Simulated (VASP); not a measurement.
Write the native input for VASP 6.6.1 that does the following.

| Item | Value |
| --- | --- |
| Task | relaxation of cell and atoms |
| Functional | PBE |
| Potentials or basis | VASP PAW PBE potentials, release 64 (Ti_sv, Al) |
| Cutoff | 600 eV |
| k mesh | 6 × 6 × 4 |
| Occupations | gaussian, width 0.1 eV |
| Spin | no spin polarisation |
| Dipole correction | no |
| Further INCAR settings | ALGO = Normal; EDIFF = 1e-06; IBRION = 2; EDIFFG = -0.04; NSW = 90; ISIF = 3 |

The structure of TiAl lies in POSCAR:

```
TiAl
1.0
    3.6502070869      0.0000000000      0.0000000000
   -1.8251035434      3.1611720663      0.0000000000
    0.0000000000      0.0000000000      5.8456807714
Ti Al
2 2
Direct
    0.3333333333      0.6666666667      0.0000000000
    0.6666666667      0.3333333333      0.5000000000
    0.3333333333      0.6666666667      0.3821000000
    0.6666666667      0.3333333333      0.8821000000
```

The input as run:

INCAR

```
PREC = Accurate ; ENCUT = 600
EDIFF = 1E-6 ; ISMEAR = 0
SIGMA = 0.1 ; LREAL = False
LASPH = True ; NELM = 100
ALGO = Normal ; ISIF = 3
LWAVE = False ; LCHARG = False
GGA = PE ; IBRION = 2
NSW = 90 ; EDIFFG = -0.04
```

KPOINTS

```
Automatic mesh
0
Gamma
  6 6 4
```

Potentials or basis: VASP PAW PBE potentials, release 64 (Ti_sv, Al).

The run is started by

```bash
$ cat potpaw_PBE.64/Ti_sv/POTCAR potpaw_PBE.64/Al/POTCAR > POTCAR
$ mpirun -np 1 vasp_std > vasp.out
```

Results of the run:

```json
{
 "Relaxed volume": "23.83 Å³/atom",
 "Relaxed cell": "a = 4.613 Å, b = 4.613 Å, c = 5.172 Å, α = 90.00°, β = 90.00°, γ = 120.00°",
 "Space group after relaxing (to 0.1 Å)": "P6_3/mmc (No. 194)",
 "Energy gained by relaxing": "1488.2 meV/atom",
 "Ionic steps": "32",
 "Pressure after relaxing": "0.1 GPa",
 "Largest force after relaxing": "0.003 eV/Å",
 "Band gap on the k mesh": "zero (bands 15 and 16 overlap by 0.71 eV)"
}
```

Caveat: the volume moved by over 15 % at a fixed basis, so the end points are rough.

Wall time 9.5 min on 1 thread of AMD EPYC 7R13 Processor (Zen 3), with other jobs on the host, peak memory 0.19 GiB.
